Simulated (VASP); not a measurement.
# NbP (CsCl type) (Pm-3m) in VASP: notebook

Runs on NbP (CsCl type). Level: PBE. Tasks: single point.

Program: VASP 6.6.1. These are calculated values, not measurements. Logs are shortened: lines on timing, memory, paths and dates and some standing lists are left out, and cuts for length are marked.

## (1) The cell of the first run

The structure is cubic, space group Pm-3m (No. 221). Conventional cell: a = 2.694 Å, b = 2.694 Å, c = 2.694 Å, α = 90.00°, β = 90.00°, γ = 90.00°. Within 3.1 Å of Nb (site symmetry m-3m) lie 8 P at 2.33 Å and 6 Nb at 2.69 Å. Within 3.1 Å of P (site symmetry m-3m) lie 8 Nb at 2.33 Å and 6 P at 2.69 Å.

## (2) Single point, PBE (volume scaled by 0.65)

INCAR reads:

```
  ALGO = Normal
  EDIFF = 1E-7
  ENCUT = 520
  GGA = PE
  ISIF = 2
  ISMEAR = -1
  LASPH = True
  LCHARG = True
  LELF = True
  LREAL = False
  LVHAR = True
  LWAVE = False
  NBANDS = 16
  NELM = 80
  PREC = Accurate
  SIGMA = 0.1
```

KPOINTS reads:

```
k-points
0
Gamma
  13 13 13
```

POSCAR reads:

```
NbP
1.0
    2.6940324194      0.0000000000      0.0000000000
    0.0000000000      2.6940324194      0.0000000000
    0.0000000000      0.0000000000      2.6940324194
Nb P
1 1
Direct
    0.0000000000      0.0000000000      0.0000000000
    0.5000000000      0.5000000000      0.5000000000
```

Potentials or basis: VASP PAW PBE potentials, release 64 (Nb_sv, P).

On the command line:

```bash
cat potpaw_PBE.64/Nb_sv/POTCAR potpaw_PBE.64/P/POTCAR > POTCAR
mpirun -np 1 vasp_std > vasp.out
```

OUTCAR:

```text
EDIFF = 1E-7
   ENCUT = 520
   GGA = PE
   ISIF = 2
   ISMEAR = -1
   LASPH = True
   LREAL = False
   NELM = 80
   PREC = Accurate

 ion  position               nearest neighbor table
   1  0.000  0.000  0.000-   2 2.33   2 2.33   2 2.33   2 2.33   2 2.33   2 2.33   2 2.33   2 2.33

   2  0.500  0.500  0.500-   1 2.33   1 2.33   1 2.33   1 2.33   1 2.33   1 2.33   1 2.33   1 2.33

  LATTYP: Found a simple cubic cell.
 ALAT       =     2.6940324194

  Lattice vectors:

 A1 = (   2.6940324194,   0.0000000000,   0.0000000000)
 A2 = (   0.0000000000,   2.6940324194,   0.0000000000)
 A3 = (   0.0000000000,   0.0000000000,   2.6940324194)

Analysis of symmetry for initial positions (statically):
=====================================================================
 Subroutine PRICEL returns:
 Original cell was already a primitive cell.

 Routine SETGRP: Setting up the symmetry group for a
 simple cubic supercell.

 Subroutine GETGRP returns: Found 48 space group operations
 (whereof 48 operations were pure point group operations)
 out of a pool of 48 trial point group operations.

The static configuration has the point symmetry O_h .

Analysis of symmetry for dynamics (positions and initial velocities):
=====================================================================
 Subroutine PRICEL returns:
 Original cell was already a primitive cell.

 Routine SETGRP: Setting up the symmetry group for a
 simple cubic supercell.

 Subroutine GETGRP returns: Found 48 space group operations
 (whereof 48 operations were pure point group operations)
 out of a pool of 48 trial point group operations.

The dynamic configuration has the point symmetry O_h .

 Subroutine INISYM returns: Found 48 space group operations
 (whereof 48 operations are pure point group operations),
 and found     1 'primitive' translations

----------------------------------------------------------------------------------------

                                     Primitive cell

  volume of cell :      19.5528

  direct lattice vectors                    reciprocal lattice vectors
     2.694032419  0.000000000  0.000000000     0.371190782  0.000000000  0.000000000
     0.000000000  2.694032419  0.000000000     0.000000000  0.371190782  0.000000000
[... 70 lines left out ...]
   dimension x,y,z NGX =    20 NGY =   20 NGZ =   20
   dimension x,y,z NGXF=    40 NGYF=   40 NGZF=   40
   ions per type =               1   1
   NGX,Y,Z   is equivalent  to a cutoff of  12.34, 12.34, 12.34 a.u.
   NGXF,Y,Z  is equivalent  to a cutoff of  24.68, 24.68, 24.68 a.u.
 SYSTEM =  unknown system
   PREC   = accura    normal or accurate (medium, high low for compatibility)
   ISTART =      0    job   : 0-new  1-cont  2-samecut
   ICHARG =      2    charge: 1-file 2-atom 10-const
   ISPIN  =      1    spin polarized calculation?
   LNONCOLLINEAR =      F non collinear calculations
   LSORBIT =      F    spin-orbit coupling
   LASPH  =      T    aspherical Exc in radial PAW
   ENCUT  =  520.0 eV  38.22 Ry    6.18 a.u.   5.01  5.01  5.01*2*pi/ulx,y,z
   NELM   =     80;   NELMIN=  2; NELMDL= -5     # of ELM steps
   EDIFF  = 0.1E-06   stopping-criterion for ELM
   LREAL  =      F    real-space projection
   EDIFFG = 0.1E-05   stopping-criterion for IOM
   NSW    =      0    number of steps for IOM
   IBRION =     -1    ionic relax: 0-MD 1-quasi-New 2-CG
   NFREE  =      0    steps in history (QN), initial steepest desc. (CG)
   ISIF   =      2    stress and relaxation
   ISYM   =      2    0-nonsym 1-usesym 2-fastsym
   POTIM  = 0.5000    time-step for ionic-motion
   TEBEG  =    0.0;   TEEND  =   0.0 temperature during run
   PSTRESS=    0.0 pullay stress
   NELECT =      18.0000    total number of electrons
   NUPDOWN=      -1.0000    fix difference up-down
   EMIN   =  10.00;   EMAX   =-10.00  energy-range for DOS
   EFERMI =   0.00;   METHOD = LEGACY
   ISMEAR =    -1;   SIGMA  =   0.10  broadening in eV -4-tet -1-fermi 0-gaus
   EFERMI_NEDOS =   21; number of points for ismear=-14 and -15
   IALGO  =     38    algorithm
   IMIX   =      4    mixing-type and parameters
     AMIX     =   0.40;   BMIX     =  1.00
     AMIX_MAG =   1.60;   BMIX_MAG =  1.00
  volume/ion in A,a.u.               =       9.78        65.97
  Fermi-wavevector in a.u.,A,eV,Ry     =   1.592561  3.009505 34.507800  2.536252
  Thomas-Fermi vector in A             =   2.690927
   LORBIT       =      0    0 simple, 1 ext, 2 COOP (PROOUT), +10 PAW based schemes
   GGA     = PE    functional components
[... 5 lines left out ...]
 non-spin polarized calculation
  energy-cutoff  :      520.00
  volume of cell :       19.55
 maximum number of plane-waves:       538
   NGX = 11   NGY = 11   NGZ = 11

 number of electron      17.9999995 magnetization

 Free energy of the ion-electron system (eV)
  ---------------------------------------------------
  ext. energy  EPLUGINS =         0.00000000
  ---------------------------------------------------
  free energy    TOTEN  =       -12.41076811 eV

  energy without entropy =      -12.38138000  energy(sigma->0) =      -12.39607406

 E-fermi :  19.3906     XC(G=0): -14.6926

 val. band max:       19.3554735372   @ k =   0.3077   0.2308   0.2308
 cond. band min:      19.3995323085   @ k =   0.3846   0.3846   0.0769
 fundamental gap:      0.0440587714
 Fermi energy:        19.3905775007

 k-point     1 :       0.0000    0.0000    0.0000
  band No.  band energies     occupation
      1     -35.1562      2.00000
      2     -10.6749      2.00000
      3     -10.6749      2.00000
      4     -10.6749      2.00000
      5       3.2590      2.00000
      6      13.5284      2.00000
[... 433 lines left out ...]
      3     -11.8124      2.00000
      4     -10.3365      2.00000
      5       6.5900      2.00000
      6      12.0438      2.00000
[... 8 lines left out ...]
     15      30.8128      0.00000
     16      36.0344      0.00000

 [... further k-points ...]
[... 5 lines left out ...]
  --------------------------------------------------------------------------------------
  -------------------------------------------------------------------------------------
  Total       24.4095899     24.4095899     24.4095899      0.0000000      0.0000000      0.0000000
  in kB     2000.1502088   2000.1502088   2000.1502088      0.0000000      0.0000000      0.0000000
  external PRESSURE =    2000.1502088 kB  Pullay stress =       0.0000000 kB

 VOLUME and BASIS-vectors are now :
 -----------------------------------------------------------------------------
  energy-cutoff  :      520.00
  volume of cell :       19.55
      direct lattice vectors                 reciprocal lattice vectors
     2.694032419  0.000000000  0.000000000     0.371190782  0.000000000  0.000000000
     0.000000000  2.694032419  0.000000000     0.000000000  0.371190782  0.000000000
     0.000000000  0.000000000  2.694032419     0.000000000  0.000000000  0.371190782

 POSITION                                       TOTAL-FORCE (eV/Angst)
 -----------------------------------------------------------------------------------
      0.00000      0.00000      0.00000         0.000000      0.000000      0.000000
      1.34702      1.34702      1.34702         0.000000      0.000000      0.000000
 -----------------------------------------------------------------------------------
    total drift:                                0.000000      0.000000     -0.000000

  FREE ENERGIE OF THE ION-ELECTRON SYSTEM (eV)
  ---------------------------------------------------
  free  energy   TOTEN  =       -12.4107681092 eV

  energy  without entropy=      -12.3813800040  energy(sigma->0) =      -12.39607406
```

OSZICAR:

```text
N       E                     dE             d eps       ncg     rms          rms(c)
DAV:   1     0.156380261804E+03    0.15638E+03   -0.98544E+03  2688   0.118E+03
DAV:   2    -0.688801866674E+01   -0.16327E+03   -0.15526E+03  3232   0.395E+02
DAV:   3    -0.127455191544E+02   -0.58575E+01   -0.57449E+01  3920   0.653E+01
DAV:   4    -0.129624731241E+02   -0.21695E+00   -0.21657E+00  3568   0.117E+01
DAV:   5    -0.129697043375E+02   -0.72312E-02   -0.72209E-02  4056   0.187E+00    0.192E+01
DAV:   6    -0.123896645766E+02    0.58004E+00   -0.14214E+00  4472   0.127E+01    0.898E+00
DAV:   7    -0.124013945165E+02   -0.11730E-01   -0.97993E-02  4312   0.268E+00    0.392E+00
DAV:   8    -0.124107223369E+02   -0.93278E-02   -0.37662E-02  4248   0.146E+00    0.433E-01
DAV:   9    -0.124106705878E+02    0.51749E-04   -0.29071E-03  3656   0.426E-01    0.191E-01
DAV:  10    -0.124107789861E+02   -0.10840E-03   -0.79205E-04  3096   0.318E-01    0.538E-02
DAV:  11    -0.124107682013E+02    0.10785E-04   -0.61449E-05  3584   0.944E-02    0.150E-02
DAV:  12    -0.124107680574E+02    0.14385E-06   -0.15237E-06  3760   0.150E-02    0.122E-02
DAV:  13    -0.124107681092E+02   -0.51733E-07   -0.14155E-07  3088   0.339E-03
   1 F= -.12410768E+02 E0= -.12396074E+02  d E =-.293881E-01
```

Run time: 18 s. Hardware: 1 thread of AMD EPYC 7R13 (Zen 3), shared host; peak memory 0.11 GiB.

What came out:

```yaml
Free_energy: -12.4108 eV
Pressure: 200.0 GPa
Band_gap_on_the_k_mesh: zero (band 9 reaches 24.76 eV, above the bottom of band 10 at 18.51 eV)
```

## (3) Single point, PBE (volume scaled by 0.75)

INCAR reads:

```
PREC     = Accurate       # precision mode
ENCUT    = 520            # plane-wave cutoff, eV
EDIFF    = 1E-7           # SCF threshold, eV
ISMEAR   = -1             # smearing method
SIGMA    = 0.1            # smearing width, eV
LREAL    = F              # projectors in reciprocal space
LASPH    = T              # aspherical terms in the spheres
NELM     = 60             # most SCF steps
ALGO     = Normal         # electronic algorithm
ISIF     = 2              # what is computed and relaxed
LWAVE    = F              # write WAVECAR
LCHARG   = F              # write CHGCAR
GGA      = PE             # functional
NBANDS   = 16             # bands
```

KPOINTS reads:

```
regular mesh
0
Gamma
  13 13 13
```

POSCAR reads:

```
NbP
1.0
    2.8256527308      0.0000000000      0.0000000000
    0.0000000000      2.8256527308      0.0000000000
    0.0000000000      0.0000000000      2.8256527308
Nb P
1 1
Direct
    0.0000000000      0.0000000000      0.0000000000
    0.5000000000      0.5000000000      0.5000000000
```

Potentials or basis: VASP PAW PBE potentials, release 64 (Nb_sv, P).

On the command line:

```bash
cat potpaw_PBE.64/Nb_sv/POTCAR potpaw_PBE.64/P/POTCAR > POTCAR
mpirun -np 1 vasp_std > vasp.out
```

It took 30 s on 1 thread of AMD EPYC 7R13 (Zen 3), shared host; peak memory 0.13 GiB.

Results (log left out):

| Property | Result |
| --- | --- |
| Free energy | -15.1346 eV |
| Pressure | 99.6 GPa |
| Band gap on the k mesh | zero (band 9 reaches 21.04 eV, above the bottom of band 10 at 16.00 eV) |

Levels at points of the mesh, in eV from the Fermi level:
| k point | band 5 | band 6 | band 7 | band 8 | band 9 | band 10 | band 11 | band 12 | band 13 | band 14 |
| --- | --- | --- | --- | --- | --- | --- | --- | --- | --- | --- |
| (0.00, 0.00, 0.00) | -15.35 | -4.85 | -4.85 | 0.77 | 0.77 | 0.77 | 2.64 | 2.64 | 2.64 | 11.09 |

(Part 1 of 2 ends here.)
